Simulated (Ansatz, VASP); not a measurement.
**Sn in VASP and in Ansatz**

```
CELL_PARAMETERS angstrom
-2.91928 2.91928 1.57718
2.91928 -2.91928 1.57718
2.91928 2.91928 -1.57718
ATOMIC_POSITIONS crystal
Sn 0.75000 0.25000 0.50000
Sn 0.00000 0.00000 0.00000
```

Alike in both runs: functional PBEsol; k mesh 20 × 20 × 20; occupations gaussian, width 0.1 eV; no spin polarisation.

Ansatz relaxed the structure, and its values are those at the end. VASP's run is a single point on that final structure, the one shown.

|  | VASP | Ansatz |
| --- | --- | --- |
| version | VASP 6.6.1 | Ansatz 0.2.0 |
| potentials or method | VASP PAW PBE potentials, release 64 (Sn_d), cutoff 520 eV | scalar-relativistic, plane waves, PAW |
| valence electrons in the cell | 28 | 28 |

|  | VASP | Ansatz | Ansatz less VASP |
| --- | --- | --- | --- |
| gap on the k mesh at the Fermi level (eV) | none | none | - |
| pressure (GPa) | 0.0 | 0.0 | +0.04 |

VASP's potentials were made for PBE, not for PBEsol. A gap of «none» marks a metal or a gap that the smearing closes.
